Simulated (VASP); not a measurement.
Write the native input for VASP 6.6.1 that does the following.

```
Task                   : single point
Functional             : r2SCAN
Potentials or basis    : VASP PAW PBE potentials, release 64 (Ba_sv)
Cutoff                 : 520 eV
k mesh                 : 14 × 14 × 8
Occupations            : gaussian, width 0.15 eV
Spin                   : no spin polarisation
Dipole correction      : no
Further INCAR settings : ALGO = Normal; EDIFF = 1e-07; NBANDS = 11
```

Crystal: Ba.

```
CELL_PARAMETERS angstrom
1.95500 -3.65000 0.00000
1.95500 3.65000 0.00000
0.00000 0.00000 5.70000
ATOMIC_POSITIONS crystal
Ba 0.00000 0.00000 0.00000
```

The input as run:

POSCAR

```
Ba
1.0
    1.9550000000     -3.6500000000      0.0000000000
    1.9550000000      3.6500000000      0.0000000000
    0.0000000000      0.0000000000      5.7000000000
Ba
1
Direct
    0.0000000000      0.0000000000      0.0000000000
```

INCAR.step1

```
SYSTEM = Ba
PREC = Accurate ; ENCUT = 520
ISMEAR = 0 ; SIGMA = 0.15
LREAL = .False. ; LASPH = .True.
NELM = 100 ; NBANDS = 11
GGA = PE ; ALGO = Normal
EDIFF = 1E-4 ; LWAVE = .True.
LCHARG = .False.
```

INCAR.step2

```
SYSTEM = Ba
PREC = Accurate ; ENCUT = 520
EDIFF = 1E-7 ; ISMEAR = 0
SIGMA = 0.15 ; LREAL = .False.
LASPH = .True. ; NELM = 100
ALGO = Normal ; ISIF = 2
LWAVE = .False. ; LCHARG = .True.
METAGGA = R2SCAN ; LMIXTAU = .True.
LELF = .True. ; LVHAR = .True.
NBANDS = 11 ; ISTART = 1
```

KPOINTS

```
regular mesh
0
Gamma
  14 14 8
  0 0 0
```

Potentials or basis: VASP PAW PBE potentials, release 64 (Ba_sv).

Launch:

```sh
$ cat potpaw_PBE.64/Ba_sv/POTCAR > POTCAR
$ cp INCAR.step1 INCAR
$ mpirun -np 1 vasp_std > vasp.out
$ cp INCAR.step2 INCAR
$ mpirun -np 1 vasp_std > vasp.out
```

It gave:

- Pressure: 0.6 GPa
- Band gap on the k mesh: zero (band 5 reaches 1.59 eV, above the bottom of band 6 at 0.48 eV)

Caveat: the PAW data sets were made with another functional, which shifts forces and pressure a little; spin-orbit coupling is left out, which moves the levels of the heavy elements.

Wall time 9.7 min on 1 thread of Intel(R) Xeon(R) Platinum 8488C (Sapphire Rapids), with other jobs on the host, peak memory 0.4 GiB.
